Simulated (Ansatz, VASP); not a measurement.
TlSn: VASP beside Ansatz

The input INCAR:

```
  PREC = Accurate
  ENCUT = 520
  EDIFF = 1E-8
  ISMEAR = -1
  SIGMA = 0.08
  LREAL = F
  LASPH = T
  NELM = 100
  ALGO = Normal
  ISIF = 2
  LWAVE = F
  LCHARG = F
  LEFG = T
  NBANDS = 20
```

File KPOINTS:

```
regular mesh
0
Gamma
  9 9 8
```

Contents of POSCAR:

```
TlSn
1.0
    3.6026403776      0.0000000000      0.0000000000
    0.0000000000      3.6026403776      0.0000000000
    0.0000000000      0.0000000000      4.3603677837
Tl Sn
1 1
Direct
    0.0000000000      0.0000000000      0.0000000000
    0.5000000000      0.5000000000      0.5000000000
```

Input for Ansatz:

```yaml
crystal:
  lattice:
    - [3.6026403776, 0.0, 0.0]
    - [0.0, 3.6026403776, 0.0]
    - [0.0, 0.0, 4.3603677837]
  atoms:
    - { symbol: Tl, position: [0.0, 0.0, 0.0] }
    - { symbol: Sn, position: [0.5, 0.5, 0.5] }
kpoints:
  mp_grid: { grid: [9, 9, 8] }
scf:
  occupations: { method: fermi_dirac, width: 0.08 }
hamiltonian:
  xc: lda
  pseudopotentials: { kind: paw }
output:
  forces: true
  stress: true
  eigenvalues: true
  efg: { contact_densities: true }
```

Change from the starting cell: volume scaled by 0.99, PAW files.

Alike in both runs: task electric field gradients; functional LDA; k mesh 9 × 9 × 8; occupations fermi-dirac, width 0.08 eV; no spin polarisation.

|  | VASP | Ansatz |
| --- | --- | --- |
| version | VASP 6.6.1 | Ansatz 0.2.0 |
| potentials or method | VASP PAW LDA potentials, release 64 (Tl_d, Sn_d) | PAW with Ansatz's default frozen-core files, scalar-relativistic |
| plane-wave cutoff (eV) | 520 | 420 |
| valence electrons in the cell | 27 | 27 |

Ansatz gave:

- pressure (GPa): -2.9
- traceless stress, the component that is largest in VASP (GPa): 0.46
- size of Vzz on the site where it differs most (V/Å²): 8.4

Question: What did VASP give for the same quantities?

Answer: Pressure (GPa): -2.9; traceless stress, the component that is largest in VASP (GPa): 0.46; size of Vzz on the site where it differs most (V/Å²): 9.8.

LDA's correlation is that of Perdew and Zunger in VASP and of Perdew and Wang (1992) in Ansatz.

Spin-orbit coupling is off throughout.
